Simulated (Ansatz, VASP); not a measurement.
**One calculation of ZnSe, two programs**

File INCAR:

```
SYSTEM = ZnSe
PREC     = Accurate       ! precision mode
ENCUT    = 520            ! plane-wave cutoff, eV
EDIFF    = 1E-6           ! SCF threshold, eV
ISMEAR   = 0              ! smearing method
SIGMA    = 0.05           ! smearing width, eV
LREAL    = .False.        ! projectors in reciprocal space
LASPH    = .True.         ! aspherical terms in the spheres
NELM     = 80             ! most SCF steps
ALGO     = Normal         ! electronic algorithm
ISIF     = 2              ! what is computed and relaxed
LWAVE    = .False.        ! write WAVECAR
LCHARG   = .True.         ! write CHGCAR
GGA      = PE             ! functional
LELF     = .True.         ! ELF
LVHAR    = .True.       
NBANDS   = 16             ! bands
```

File KPOINTS:

```
Automatic mesh
0
Gamma
  10 10 10
  0 0 0
```

Contents of POSCAR:

```
ZnSe
1.0
    0.0000000000      3.0779349778      2.7281820402
    2.7281820402      0.0000000000      2.7281820402
    2.7281820402      3.0779349778      0.0000000000
Zn Se
1 1
Direct
    0.0000000000      0.0000000000      0.0000000000
    0.7500000000      0.7500000000      0.7500000000
```

Input for Ansatz:

```yaml
crystal:
  lattice:
    - [0.0, 3.0779349778, 2.7281820402]
    - [2.7281820402, 0.0, 2.7281820402]
    - [2.7281820402, 3.0779349778, 0.0]
  atoms:
    - { symbol: Zn, position: [0.0, 0.0, 0.0] }
    - { symbol: Se, position: [0.75, 0.75, 0.75] }
basis:
  ecutwfc: 520.0
kpoints:
  mp_grid: { grid: [10, 10, 10] }
hamiltonian:
  xc: pbe
  pseudopotentials: { kind: paw, azcp: { folder: soft_1 } }
scf:
  occupations: { method: gaussian, width: 0.05 }
output:
  forces: true
  stress: true
  eigenvalues: true
```

Alike in both runs: task single point; functional PBE; k mesh 10 × 10 × 10; occupations gaussian, width 0.05 eV; no spin polarisation.

|  | VASP | Ansatz |
| --- | --- | --- |
| version | VASP 6.6.1 | Ansatz 0.2.0 |
| potentials or method | VASP PAW PBE potentials, release 64 (Zn, Se), cutoff 520 eV | scalar-relativistic, plane waves, PAW |
| valence electrons in the cell | 18 | 28 |

Ansatz gave:

* gap on the k mesh at the Fermi level (eV): 1.01
* least direct gap on the mesh (eV): 1.01
* pressure (GPa): 1.4
* traceless stress, the component that is largest in VASP (GPa): -3.42

Q: Which values does VASP return?

A: gap on the k mesh at the Fermi level (eV): 1.01; least direct gap on the mesh (eV): 1.01; pressure (GPa): 1.6; traceless stress, the component that is largest in VASP (GPa): -3.39.

VASP's potentials hold 18 valence electrons a cell and Ansatz's 28, so a difference there can come from the potentials and not from the codes.
